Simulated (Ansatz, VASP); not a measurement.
## HfO2: VASP beside Ansatz

```
CELL_PARAMETERS angstrom
0.00000 2.52918 2.52918
2.52918 0.00000 2.52918
2.52918 2.52918 0.00000
ATOMIC_POSITIONS crystal
Hf 0.00000 0.00000 0.00000
O 0.75000 0.75000 0.75000
O 0.25000 0.25000 0.25000
```

Alike in both runs: task single point; functional PBE; k mesh 8 × 8 × 8; non-collinear spin, spin-orbit coupling.

```csv
,VASP,Ansatz
version,VASP 6.6.1,Ansatz 0.2.0
potentials or method,"VASP PAW PBE potentials, release 64 (Hf_pv, O)","plane waves, PAW"
plane-wave cutoff (eV),520,420
occupations,"gaussian, width 0.01 eV",fixed
valence electrons in the cell,22,38
```

VASP gave:

| Item | Value |
| --- | --- |
| pressure (GPa) | 2.3 |

Question: What did Ansatz give for the same quantities?

Answer: Pressure (GPa): 5.7.

VASP's potentials hold 22 valence electrons a cell and Ansatz's 38, so a difference there can come from the potentials and not from the codes.
